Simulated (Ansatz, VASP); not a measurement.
## Au: VASP beside Ansatz

```xyz
2
Lattice="2.8710 0.0000 0.0000 -1.4355 2.4864 0.0000 0.0000 0.0000 4.8800" Properties=species:S:1:pos:R:3 pbc="T T T"
Au    0.0000    1.6576    3.6600
Au    1.4355    0.8288    1.2200
```

Change from the starting cell: equal xx and yy strain of -1 %.

Alike in both runs: task single point; functional LDA; k mesh 14 × 14 × 8; occupations fermi-dirac, width 0.03 eV; no spin polarisation.

|  | VASP | Ansatz |
| --- | --- | --- |
| version | VASP 6.6.1 | Ansatz 0.2.0 |
| potentials or method | VASP PAW LDA potentials, release 64 (Au), cutoff 520 eV | all-electron LAPW, scalar-relativistic |

```tsv
	VASP	Ansatz	Ansatz less VASP
pressure (GPa)	-7.5	-8.0	-0.43
traceless stress, the component that is largest in VASP (GPa)	-0.23	-0.06	+0.174
```

LDA's correlation is that of Perdew and Zunger in VASP and of Perdew and Wang (1992) in Ansatz. Ansatz ran all-electron here, and VASP with PAW potentials.

Spin-orbit coupling is off throughout.
